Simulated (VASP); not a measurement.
# BN (Cm) in VASP: notebook, part 2 of 3

VASP 6.6.1. Earlier steps stand in the parts before.

### 4 Single point, r2SCAN (strain +0.0050 x Voigt [0, 1, 0, 0, 0, 0])

File POSCAR:

```
BN
1.0
    1.2511217832      0.7259471758      3.3729344033
   -1.2511217832      0.7259471758      3.3729344033
    0.0000000000     -1.4518943517      3.3729344033
B N
1 1
Direct
    0.9996712000      0.9996712000      0.9996712000
    0.3327618000      0.3327618000      0.3327618000
```

File INCAR.step1:

```
SYSTEM = BN
PREC     = Accurate       ! precision mode
ENCUT    = 520            ! plane-wave cutoff, eV
ISMEAR   = 0              ! smearing method
SIGMA    = 0.05           ! smearing width, eV
LREAL    = .False.        ! projectors in reciprocal space
LASPH    = .True.         ! aspherical terms in the spheres
NELM     = 80             ! most SCF steps
NBANDS   = 11             ! bands
GGA      = PE             ! functional
ALGO     = Normal         ! electronic algorithm
EDIFF    = 1E-4           ! SCF threshold, eV
LWAVE    = .True.         ! write WAVECAR
LCHARG   = .False.        ! write CHGCAR
```

File INCAR.step2:

```
SYSTEM = BN
PREC     = Accurate       ! precision mode
ENCUT    = 520            ! plane-wave cutoff, eV
EDIFF    = 1E-6           ! SCF threshold, eV
ISMEAR   = 0              ! smearing method
SIGMA    = 0.05           ! smearing width, eV
LREAL    = .False.        ! projectors in reciprocal space
LASPH    = .True.         ! aspherical terms in the spheres
NELM     = 80             ! most SCF steps
ALGO     = Normal         ! electronic algorithm
ISIF     = 2              ! what is computed and relaxed
LWAVE    = .False.        ! write WAVECAR
LCHARG   = .False.        ! write CHGCAR
METAGGA  = R2SCAN         ! meta-GGA
LMIXTAU  = .True.       
NBANDS   = 11             ! bands
ISTART   = 1
```

File KPOINTS:

```
Automatic mesh
0
Gamma
  12 12 12
  0 0 0
```

Potentials or basis: VASP PAW PBE potentials, release 64 (B, N).

Launch:

```console
> cat potpaw_PBE.64/B/POTCAR potpaw_PBE.64/N/POTCAR > POTCAR
> cp INCAR.step1 INCAR
> mpirun -np 1 vasp_std > vasp.out
> cp INCAR.step2 INCAR
> mpirun -np 1 vasp_std > vasp.out
```

OUTCAR:

```text
SYSTEM = BN
   PREC = Accurate
   ENCUT = 520
   EDIFF = 1E-6
   ISMEAR = 0
   LREAL = .False.
   LASPH = .True.
   NELM = 80
   ISIF = 2
   METAGGA = R2SCAN
   ISTART = 1

 ion  position               nearest neighbor table
   1  1.000  1.000  1.000-   2 1.45   2 1.45   2 1.45
   2  0.333  0.333  0.333-   1 1.45   1 1.45   1 1.45

  LATTYP: Found a base centered monoclinic cell.
 ALAT       =     4.3556830550
 B/A-ratio  =     0.5744778798
 C/A-ratio  =     0.8430709240
 COS(beta)  =    -0.3953799424

[... 526 lines left out ...]

  FORCE on cell =-STRESS in cart. coord.  units (eV):
  Direction    XX          YY          ZZ          XY          YZ          ZX
  --------------------------------------------------------------------------------------
  -------------------------------------------------------------------------------------
  Total       -0.0884848     -0.5199742      0.0168102      0.0000000      0.0016664      0.0000000
  in kB       -7.7128625    -45.3240383      1.4652793      0.0000000      0.1452550      0.0000000
  external PRESSURE =     -17.1905405 kB  Pullay stress =       0.0000000 kB

 VOLUME and BASIS-vectors are now :
 -----------------------------------------------------------------------------
  energy-cutoff  :      520.00
  volume of cell :       18.38
      direct lattice vectors                 reciprocal lattice vectors
     1.251121783  0.725947176  3.372934403     0.399641351  0.229585116  0.098825916
    -1.251121783  0.725947176  3.372934403    -0.399641351  0.229585116  0.098825916
     0.000000000 -1.451894352  3.372934403     0.000000000 -0.459170232  0.098825916

 POSITION                                       TOTAL-FORCE (eV/Angst)
 -----------------------------------------------------------------------------------
      0.00000     -0.00000     10.11548         0.000000      0.055555     -0.007588
      0.00000     -0.00000      3.36715         0.000000     -0.055555      0.007588
 -----------------------------------------------------------------------------------
    total drift:                               -0.000000     -0.000018      0.000185

  FREE ENERGIE OF THE ION-ELECTRON SYSTEM (eV)
  ---------------------------------------------------
  free  energy   TOTEN  =       -19.2967815020 eV

  energy  without entropy=      -19.2967815020  energy(sigma->0) =      -19.29678150
```

OUTCAR.step1:

```text
SYSTEM = BN
   PREC = Accurate
   ENCUT = 520
   ISMEAR = 0
   LREAL = .False.
   LASPH = .True.
[... 560 lines left out ...]
      0.00000     -0.00000     10.11548         0.000000      0.059933     -0.002642
      0.00000     -0.00000      3.36715         0.000000     -0.059933      0.002642
 -----------------------------------------------------------------------------------
    total drift:                               -0.000000     -0.000233     -0.000037

  FREE ENERGIE OF THE ION-ELECTRON SYSTEM (eV)
  ---------------------------------------------------
  free  energy   TOTEN  =       -17.5822325982 eV

  energy  without entropy=      -17.5822325982  energy(sigma->0) =      -17.58223260
```

It took 3.7 min on 1 thread of Intel Xeon 6975P-C (Granite Rapids), shared host; peak memory 0.22 GiB.

What came out:

```
Free energy            : -19.2968 eV
Pressure               : -1.7 GPa
Largest force          : 0.056 eV/Å
Band gap on the k mesh : 4.80 eV (least direct gap 5.37 eV)
```

Forces in eV/Å, atoms in the order of the input:
```
B    0.000  0.056 -0.008
N    0.000 -0.056  0.008
```

Levels at points of the mesh, in eV from the valence-band top:
| k point | band 1 | band 2 | band 3 | band 4 | band 5 | band 6 | band 7 | band 8 |
| --- | --- | --- | --- | --- | --- | --- | --- | --- |
| (0.00, 0.00, 0.00) | -18.73 | -4.24 | -1.33 | -1.31 | 5.53 | 12.31 | 12.42 | 14.33 |
| (0.50, 0.00, 0.00) | -15.46 | -9.25 | -4.23 | -0.57 | 5.94 | 10.51 | 13.74 | 15.76 |
| (0.50, 0.50, 0.00) | -15.43 | -9.15 | -4.21 | -1.21 | 4.80 | 10.64 | 15.05 | 18.54 |
| (0.00, 0.00, 0.50) | -15.50 | -9.27 | -4.16 | -0.62 | 5.93 | 10.64 | 13.71 | 15.74 |
| (0.50, 0.00, 0.50) | -15.39 | -9.13 | -4.29 | -1.16 | 4.82 | 10.48 | 15.05 | 18.55 |
| (0.50, 0.50, 0.50) | -18.47 | -6.26 | -1.35 | -1.33 | 10.83 | 12.22 | 12.35 | 12.96 |

Caveat: the cell differs from its parent crystal (strain +0.0050 x Voigt [0, 1, 0, 0, 0, 0]); the PAW data sets were made with another functional, which shifts forces and pressure a little.

### 5 Single point, r2SCAN (strain +0.0150 x Voigt [0, 1, 0, 0, 0, 0])

File POSCAR:

```
BN
1.0
    1.2511217832      0.7331705308      3.3729344033
   -1.2511217832      0.7331705308      3.3729344033
    0.0000000000     -1.4663410616      3.3729344033
B N
1 1
Direct
    0.9996712000      0.9996712000      0.9996712000
    0.3327618000      0.3327618000      0.3327618000
```

File INCAR.step1:

```
SYSTEM = BN
PREC = Accurate
ENCUT = 520
ISMEAR = 0
SIGMA = 0.05
LREAL = .False.
LASPH = .True.
NELM = 80
NBANDS = 11
GGA = PE
ALGO = Normal
EDIFF = 1E-4
LWAVE = .True.
LCHARG = .False.
```

File INCAR.step2:

```
SYSTEM = BN
PREC = Accurate
ENCUT = 520
EDIFF = 1E-6
ISMEAR = 0
SIGMA = 0.05
LREAL = .False.
LASPH = .True.
NELM = 80
ALGO = Normal
ISIF = 2
LWAVE = .False.
LCHARG = .False.
METAGGA = R2SCAN
LMIXTAU = .True.
NBANDS = 11
ISTART = 1
```

KPOINTS is that of step 4.

Potentials or basis: VASP PAW PBE potentials, release 64 (B, N).

Launch:

```console
> cat potpaw_PBE.64/B/POTCAR potpaw_PBE.64/N/POTCAR > POTCAR
> cp INCAR.step1 INCAR
> mpirun -np 1 vasp_std > vasp.out
> cp INCAR.step2 INCAR
> mpirun -np 1 vasp_std > vasp.out
```

OUTCAR:

```text
SYSTEM = BN
   PREC = Accurate
   ENCUT = 520
   EDIFF = 1E-6
   ISMEAR = 0
   LREAL = .False.
   LASPH = .True.
   NELM = 80
   ISIF = 2
   METAGGA = R2SCAN
   ISTART = 1

 ion  position               nearest neighbor table
   1  1.000  1.000  1.000-   2 1.45   2 1.45   2 1.47
   2  0.333  0.333  0.333-   1 1.45   1 1.45   1 1.47

  LATTYP: Found a base centered monoclinic cell.
 ALAT       =     4.3990231848
 B/A-ratio  =     0.5688179992
 C/A-ratio  =     0.8360687045
 COS(beta)  =    -0.3986913175

  Lattice vectors:

 A1 = (   1.2511217832,   2.1995115924,   0.0000000000)
 A2 = (  -1.2511217832,   2.1995115924,   0.0000000000)
 A3 = (   0.0000000000,  -1.4663410616,   3.3729344033)

Analysis of symmetry for initial positions (statically):
=====================================================================
 Subroutine PRICEL returns:
 Original cell was already a primitive cell.

 Routine SETGRP: Setting up the symmetry group for a
 base centered monoclinic supercell.

 Subroutine GETGRP returns: Found  2 space group operations
 (whereof  2 operations were pure point group operations)
 out of a pool of  4 trial point group operations.

The static configuration has the point symmetry C_1h.

Analysis of symmetry for dynamics (positions and initial velocities):
=====================================================================
 Subroutine PRICEL returns:
 Original cell was already a primitive cell.

 Routine SETGRP: Setting up the symmetry group for a
 base centered monoclinic supercell.

 Subroutine GETGRP returns: Found  2 space group operations
 (whereof  2 operations were pure point group operations)
 out of a pool of  4 trial point group operations.

The dynamic configuration has the point symmetry C_1h.

 Subroutine INISYM returns: Found  2 space group operations
 (whereof  2 operations are pure point group operations),
 and found     1 'primitive' translations

----------------------------------------------------------------------------------------

                                     Primitive cell

  volume of cell :      18.5637

  direct lattice vectors                    reciprocal lattice vectors
     1.251121783  0.733170531  3.372934403     0.399641351  0.227323194  0.098825916
    -1.251121783  0.733170531  3.372934403    -0.399641351  0.227323194  0.098825916
     0.000000000 -1.466341062  3.372934403     0.000000000 -0.454646388  0.098825916

  length of vectors
     3.671448111  3.671448111  3.677885615     0.470271842  0.470271842  0.465263258

  position of ions in fractional coordinates (direct lattice)
     0.999671200  0.999671200  0.999671200
     0.332761800  0.332761800  0.332761800

  ion indices of the primitive-cell ions
   primitive index   ion index
                 1           1
                 2           2

----------------------------------------------------------------------------------------

 KPOINTS: Automatic mesh

Automatic generation of k-mesh.
 Grid dimensions read from file:
 generate k-points for:   12   12   12

 Generating k-lattice:

  Cartesian coordinates                     Fractional coordinates (reciprocal lattice)
     0.033303446  0.018943599  0.008235493     0.083333333  0.000000000  0.000000000
    -0.033303446  0.018943599  0.008235493     0.000000000  0.083333333  0.000000000
     0.000000000 -0.037887199  0.008235493     0.000000000  0.000000000  0.083333333
[... 40 lines left out ...]
   number of dos      NEDOS =    301   number of ions     NIONS =      2
   total plane-waves  NPLWV =  21952
   dimension x,y,z NGX =    28 NGY =   28 NGZ =   28
   dimension x,y,z NGXF=    56 NGYF=   56 NGZF=   56
   ions per type =               1   1
   NGX,Y,Z   is equivalent  to a cutoff of  12.68, 12.68, 12.66 a.u.
   NGXF,Y,Z  is equivalent  to a cutoff of  25.36, 25.36, 25.31 a.u.
 SYSTEM =  BN
   PREC   = accura    normal or accurate (medium, high low for compatibility)
   ISTART =      1    job   : 0-new  1-cont  2-samecut
   ICHARG =      0    charge: 1-file 2-atom 10-const
   ISPIN  =      1    spin polarized calculation?
   LNONCOLLINEAR =      F non collinear calculations
   LSORBIT =      F    spin-orbit coupling
   LASPH  =      T    aspherical Exc in radial PAW
   ENCUT  =  520.0 eV  38.22 Ry    6.18 a.u.   6.83  6.83  6.84*2*pi/ulx,y,z
   NELM   =     80;   NELMIN=  2; NELMDL=  0     # of ELM steps
   EDIFF  = 0.1E-05   stopping-criterion for ELM
   LREAL  =      F    real-space projection
   EDIFFG = 0.1E-04   stopping-criterion for IOM
   NSW    =      0    number of steps for IOM
   IBRION =     -1    ionic relax: 0-MD 1-quasi-New 2-CG
   NFREE  =      0    steps in history (QN), initial steepest desc. (CG)
   ISIF   =      2    stress and relaxation
   ISYM   =      2    0-nonsym 1-usesym 2-fastsym
   POTIM  = 0.5000    time-step for ionic-motion
   TEBEG  =    0.0;   TEEND  =   0.0 temperature during run
   PSTRESS=    0.0 pullay stress
   NELECT =       8.0000    total number of electrons
   NUPDOWN=      -1.0000    fix difference up-down
   EMIN   =  10.00;   EMAX   =-10.00  energy-range for DOS
   EFERMI =   0.00;   METHOD = LEGACY
   ISMEAR =     0;   SIGMA  =   0.05  broadening in eV -4-tet -1-fermi 0-gaus
   EFERMI_NEDOS =   21; number of points for ismear=-14 and -15
   IALGO  =     38    algorithm
   IMIX   =      4    mixing-type and parameters
     AMIX     =   0.40;   BMIX     =  1.00
     AMIX_MAG =   1.60;   BMIX_MAG =  1.00
  volume/ion in A,a.u.               =       9.28        62.64
  Fermi-wavevector in a.u.,A,eV,Ry     =   1.236565  2.336769 20.804570  1.529093
  Thomas-Fermi vector in A             =   2.371168
   LORBIT       =      0    0 simple, 1 ext, 2 COOP (PROOUT), +10 PAW based schemes
   METAGGA = R2SCAN    functional components
   LHFCALC =     F    Hartree Fock is set to
   AEXX    =    0.0000 exact exchange contribution
   IVDW    =     0    specifies the selected vdW correction
   LEPSILON=     F    determine dielectric tensor
   LRPA    =     F    only Hartree local field effects (RPA)
 non-spin polarized calculation
 Gauss-broadening in eV      SIGMA  =   0.05
  energy-cutoff  :      520.00
  volume of cell :       18.56
 maximum number of plane-waves:       517
   NGX = 13   NGY = 13   NGZ = 13

 number of electron       8.0000000 magnetization

 Free energy of the ion-electron system (eV)
  ---------------------------------------------------
  ext. energy  EPLUGINS =         0.00000000
  ---------------------------------------------------
  free energy    TOTEN  =       -19.28682067 eV

  energy without entropy =      -19.28682067  energy(sigma->0) =      -19.28682067

 E-fermi :   2.1103     XC(G=0): -10.5893

 val. band max:        1.7945991435   @ k =  -0.1667   0.1667   0.5000
 cond. band min:       6.5250477747   @ k =   0.5000   0.5000   0.0000
 fundamental gap:      4.7304486312
 Fermi energy:         2.1103453772

 k-point     1 :       0.0000    0.0000    0.0000
  band No.  band energies     occupation
      1     -16.8562      2.00000
      2      -2.3751      2.00000
      3       0.4129      2.00000
      4       0.4850      2.00000
      5       7.3183      0.00000
      6      13.8452      0.00000
      7      14.1932      0.00000
      8      15.9350      0.00000
      9      17.0830      0.00000
     10      28.8711      0.00000
     11      30.8234      0.00000
[... 309 lines left out ...]
 k-point    24 :      -0.4167    0.1667    0.0000
  band No.  band energies     occupation
      1     -13.3665      2.00000
      2      -7.0418      2.00000
      3      -3.8389      2.00000
      4       1.5106      2.00000
      5       7.5989      0.00000
      6      13.7732      0.00000
      7      15.9290      0.00000
      8      16.8052      0.00000
      9      20.2361      0.00000
     10      23.6914      0.00000
     11      26.0116      0.00000

 [... further k-points ...]

------------------------ aborting loop because EDIFF is reached ----------------------------------------

  FORCE on cell =-STRESS in cart. coord.  units (eV):
  Direction    XX          YY          ZZ          XY          YZ          ZX
  --------------------------------------------------------------------------------------
  -------------------------------------------------------------------------------------
  Total       -0.2667698     -1.5335856      0.0177359      0.0000000      0.0049967      0.0000000
  in kB      -23.0241488   -132.3594274      1.5307310      0.0000000      0.4312477      0.0000000
  external PRESSURE =     -51.2842817 kB  Pullay stress =       0.0000000 kB

 VOLUME and BASIS-vectors are now :
 -----------------------------------------------------------------------------
  energy-cutoff  :      520.00
  volume of cell :       18.56
      direct lattice vectors                 reciprocal lattice vectors
     1.251121783  0.733170531  3.372934403     0.399641351  0.227323194  0.098825916
    -1.251121783  0.733170531  3.372934403    -0.399641351  0.227323194  0.098825916
     0.000000000 -1.466341062  3.372934403     0.000000000 -0.454646388  0.098825916

 POSITION                                       TOTAL-FORCE (eV/Angst)
 -----------------------------------------------------------------------------------
      0.00000      0.00000     10.11548         0.000000      0.144604     -0.006782
      0.00000      0.00000      3.36715         0.000000     -0.144604      0.006782
 -----------------------------------------------------------------------------------
    total drift:                               -0.000000     -0.000023      0.000194

  FREE ENERGIE OF THE ION-ELECTRON SYSTEM (eV)
  ---------------------------------------------------
  free  energy   TOTEN  =       -19.2868206729 eV

  energy  without entropy=      -19.2868206729  energy(sigma->0) =      -19.28682067
```

OSZICAR.step1:

```text
N       E                     dE             d eps       ncg     rms          rms(c)
DAV:   1     0.136902612071E+02    0.13690E+02   -0.46064E+03 10688   0.683E+02
DAV:   2    -0.185042992802E+02   -0.32195E+02   -0.30998E+02 12529   0.161E+02
DAV:   3    -0.192975278386E+02   -0.79323E+00   -0.79193E+00 12738   0.232E+01
DAV:   4    -0.193000077478E+02   -0.24799E-02   -0.24798E-02 11536   0.144E+00
DAV:   5    -0.193000184843E+02   -0.10736E-04   -0.10736E-04 12727   0.839E-02    0.784E+00
DAV:   6    -0.177541322340E+02    0.15459E+01   -0.52314E+00 11889   0.127E+01    0.356E+00
DAV:   7    -0.176137042712E+02    0.14043E+00   -0.22396E-01 12434   0.360E+00    0.219E+00
DAV:   8    -0.175765406513E+02    0.37164E-01   -0.11305E-01 12782   0.205E+00    0.248E-01
DAV:   9    -0.175768527178E+02   -0.31207E-03   -0.27892E-03 11564   0.423E-01    0.137E-01
DAV:  10    -0.175772558518E+02   -0.40313E-03   -0.53743E-04 11789   0.168E-01    0.242E-02
DAV:  11    -0.175772813149E+02   -0.25463E-04   -0.49132E-05 12123   0.477E-02
   1 F= -.17577281E+02 E0= -.17577281E+02  d E =-.144908E-10
```

It took 4.5 min on 1 thread of Intel Xeon 6975P-C (Granite Rapids), shared host; peak memory 0.23 GiB.

What came out:

```yaml
Free_energy: -19.2868 eV
Pressure: -5.1 GPa
Largest_force: 0.145 eV/Å
Band_gap_on_the_k_mesh: 4.73 eV (least direct gap 5.33 eV)
```

Forces on the atoms (eV/Å):
```
B    0.000  0.145 -0.007
N    0.000 -0.145  0.007
```

Levels at points of the mesh, in eV from the valence-band top:
| k point | band 1 | band 2 | band 3 | band 4 | band 5 | band 6 | band 7 | band 8 | band 9 |
| --- | --- | --- | --- | --- | --- | --- | --- | --- | --- |
| (0.00, 0.00, 0.00) | -18.65 | -4.17 | -1.38 | -1.31 | 5.52 | 12.05 | 12.40 | 14.14 | 15.29 |
| (0.50, 0.00, 0.00) | -15.40 | -9.19 | -4.26 | -0.54 | 5.90 | 10.26 | 13.67 | 15.71 | 20.81 |
| (0.50, 0.50, 0.00) | -15.44 | -9.11 | -4.10 | -1.27 | 4.73 | 10.68 | 14.95 | 18.44 | 21.08 |
| (0.00, 0.00, 0.50) | -15.51 | -9.24 | -4.04 | -0.67 | 5.87 | 10.65 | 13.59 | 15.66 | 20.91 |
| (0.50, 0.00, 0.50) | -15.34 | -9.06 | -4.32 | -1.13 | 4.80 | 10.21 | 14.97 | 18.47 | 21.34 |
| (0.50, 0.50, 0.50) | -18.39 | -6.20 | -1.40 | -1.33 | 10.78 | 11.88 | 12.32 | 12.80 | 17.58 |

Caveat: the cell differs from its parent crystal (strain +0.0150 x Voigt [0, 1, 0, 0, 0, 0]); the stress differs along the axes, from -13 to 0 GPa; the PAW data sets were made with another functional, which shifts forces and pressure a little. A k mesh can miss the band edges.

(Continued in part 3 of 3.)
